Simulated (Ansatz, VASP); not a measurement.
**Two plane-wave programs on Sn**

INCAR

```
SYSTEM = Sn
PREC = Accurate
ENCUT = 520
EDIFF = 1E-6
ISMEAR = -1
SIGMA = 0.05
LREAL = .FALSE.
LASPH = .TRUE.
NELM = 100
ALGO = Normal
ISIF = 2
LWAVE = .FALSE.
LCHARG = .FALSE.
GGA = PE
NBANDS = 21
```

File KPOINTS:

```
regular mesh
0
G
  13 13 7
  0 0 0
```

POSCAR

```
Sn
1.0
    2.8729128608      0.0000000000      0.0000000000
   -1.4364564304      2.4880155203      0.0000000000
    0.0000000000      0.0000000000      4.6546651984
Sn
2
Direct
    0.3333333333      0.6666666667      0.2500000000
    0.6666666667      0.3333333333      0.7500000000
```

Input for Ansatz:

```yaml
crystal:
  lattice:
    - [2.8729128608, 0.0, 0.0]
    - [-1.4364564304, 2.4880155203, 0.0]
    - [0.0, 0.0, 4.6546651984]
  atoms:
    - { symbol: Sn, position: [0.3333333333, 0.6666666667, 0.25] }
    - { symbol: Sn, position: [0.6666666667, 0.3333333333, 0.75] }
kpoints:
  mp_grid: { grid: [13, 13, 7] }
scf:
  occupations: { method: fermi_dirac, width: 0.05 }
hamiltonian:
  xc: pbe
  pseudopotentials: { kind: paw }
output:
  forces: true
  stress: true
  eigenvalues: true
  populations: true
```

Change from the starting cell: volume scaled by 0.6, PAW files.

Alike in both runs: task single point; functional PBE; k mesh 13 × 13 × 7; occupations fermi-dirac, width 0.05 eV; no spin polarisation.

```csv
,VASP,Ansatz
version,VASP 6.6.1,Ansatz 0.2.0
potentials or method,"VASP PAW PBE potentials, release 64 (Sn_d)","PAW with Ansatz's default frozen-core files, scalar-relativistic"
plane-wave cutoff (eV),520,420
valence electrons in the cell,28,28
```

Ansatz gave:

* pressure (GPa): 81.9

Q: Estimate VASP's values.

A: Pressure (GPa): 81.8.

Both programs put the cell under a high pressure, so it lies far from rest at this level.

Noted on VASP's run: the cell as given lies far from equilibrium.
